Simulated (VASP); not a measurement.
Wanted: the native input for a VASP 6.6.1 run.

| Item | Value |
| --- | --- |
| Task | single point |
| Functional | PBE |
| Potentials or basis | VASP PAW PBE potentials, release 64 (Ga_d, N) |
| Cutoff | 520 eV |
| k mesh | 10 × 10 × 6 |
| Occupations | fermi-dirac, width 0.02 eV |
| Spin | no spin polarisation |
| Dipole correction | no |
| Further INCAR settings | ALGO = Normal; EDIFF = 1e-06; NBANDS = 26 |

The structure of GaN lies in POSCAR:

```
GaN
1.0
    3.1800000000      0.0000000000      0.0000000000
   -1.5900000000      2.7539607840      0.0000000000
    0.0000000000      0.0000000000      5.1660000000
Ga N
2 2
Direct
    0.3333333333      0.6666666667     -0.0010334306
    0.6666666667      0.3333333333      0.4989665694
    0.3333333333      0.6666666667      0.3760334306
    0.6666666667      0.3333333333      0.8760334306
```

The input as run:

INCAR

```
PREC = Accurate
ENCUT = 520
EDIFF = 1E-6
ISMEAR = -1
SIGMA = 0.02
LREAL = False
LASPH = True
NELM = 80
ALGO = Normal
ISIF = 2
LWAVE = False
LCHARG = True
GGA = PE
LELF = True
LVHAR = True
NBANDS = 26
```

KPOINTS

```
Automatic mesh
0
Gamma
  10 10 6
```

Potentials or basis: VASP PAW PBE potentials, release 64 (Ga_d, N).

Command:

```sh
$ cat potpaw_PBE.64/Ga_d/POTCAR potpaw_PBE.64/N/POTCAR > POTCAR
$ mpirun -np 1 vasp_std > vasp.out
```

It gave:

```yaml
Pressure: 7.4 GPa
Band_gap_on_the_k_mesh: 1.99 eV
```

Caveat: the cell stands under pressure.

It took 40 s on 1 thread of AMD EPYC 9R45 96-Core Processor (Zen 5), on a shared host, peak memory 0.16 GiB.
